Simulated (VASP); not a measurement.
Wanted: the native input for a VASP 6.6.1 run.

```
Task                   : relaxation of cell and atoms
Functional             : PBE
Potentials or basis    : VASP PAW PBE potentials, release 64 (Ba_sv, Ti_sv, O)
Cutoff                 : 600 eV
k mesh                 : 8 × 8 × 8
Occupations            : gaussian, width 0.02 eV
Spin                   : no spin polarisation
Target pressure        : 25 GPa
Dipole correction      : no
Further INCAR settings : ALGO = Normal; EDIFF = 1e-06; IBRION = 2; EDIFFG = -0.008; NSW = 70; ISIF = 3
```

The structure of BaTiO3 lies in POSCAR:

```
BaTiO3
1.0
    3.8591926155      0.0000000000      0.0000000000
    0.0000000000      3.8591926155      0.0000000000
    0.0000000000      0.0000000000      3.8591926155
Ba Ti O
1 1 3
Direct
    0.5000000000      0.5000000000      0.5000000000
    0.0000000000      0.0000000000      0.0000000000
    0.5000000000      0.0000000000      0.0000000000
    0.0000000000      0.5000000000      0.0000000000
    0.0000000000      0.0000000000      0.5000000000
```

The input as run:

INCAR

```
PREC = Accurate
ENCUT = 600
EDIFF = 1E-6
ISMEAR = 0
SIGMA = 0.02
LREAL = F
LASPH = T
NELM = 100
ALGO = Normal
ISIF = 3
LWAVE = F
LCHARG = F
GGA = PE
IBRION = 2
NSW = 70
EDIFFG = -0.008
PSTRESS = 250.0
```

KPOINTS

```
Automatic mesh
0
Gamma
  8 8 8
```

Potentials or basis: VASP PAW PBE potentials, release 64 (Ba_sv, Ti_sv, O).

Command:

```sh
$ cat potpaw_PBE.64/Ba_sv/POTCAR potpaw_PBE.64/Ti_sv/POTCAR potpaw_PBE.64/O/POTCAR > POTCAR
$ mpirun -np 1 vasp_std > vasp.out
```

It gave:

```
Relaxed volume                                         : 11.65 Å³/atom
Relaxed cell                                           : a = 3.876 Å, b = 3.876 Å, c = 3.876 Å, α = 90.00°, β = 90.00°, γ = 90.00°
Space group after relaxing (to 0.05 Å)                 : Pm-3m (No. 221)
Energy change on relaxing (the enthalpy is what falls) : -25.5 meV/atom
Ionic steps                                            : 3
Pressure after relaxing                                : 25.0 GPa
Band gap on the k mesh                                 : 1.93 eV, indirect (least direct gap 1.97 eV)
```

Caveat: the cell is relaxed towards a set pressure, so the enthalpy falls and the energy may rise; spin-orbit coupling is left out, which moves the levels of the heavy elements.

It took 95 s on 1 thread of Intel Xeon 6975P-C, on a shared host, peak memory 0.23 GiB.
